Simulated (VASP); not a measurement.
Here is a VASP 6.6.1 calculation.

Contents of INCAR:

```
PREC = Accurate
ENCUT = 520
EDIFF = 1E-6
ISMEAR = -1
SIGMA = 0.05
LREAL = F
LASPH = T
NELM = 80
ALGO = Normal
ISIF = 2
LWAVE = F
LCHARG = F
GGA = PE
NBANDS = 18
```

File KPOINTS:

```
regular mesh
0
Gamma
  13 13 10
```

POSCAR

```
CuAu
1.0
    2.8000000000      0.0000000000      0.0000000000
    0.0000000000      2.8000000000      0.0000000000
    0.0000000000      0.0000000000      3.6700000000
Cu Au
1 1
Direct
    0.5000000000      0.5000000000      0.5000000000
    0.0000000000      0.0000000000      0.0000000000
```

Potentials or basis: VASP PAW PBE potentials, release 64 (Cu, Au).

Command:

```sh
$ cat potpaw_PBE.64/Cu/POTCAR potpaw_PBE.64/Au/POTCAR > POTCAR
$ mpirun -np 1 vasp_std > vasp.out
```

(1) Estimate the band gap on the k mesh.

(2) Estimate the pressure.

## Answers

(1) zero (band 11 reaches 13.39 eV, above the bottom of band 12 at 6.92 eV).

(2) 6.6 GPa.

Caveat: spin-orbit coupling is left out, which moves the levels of the heavy elements.
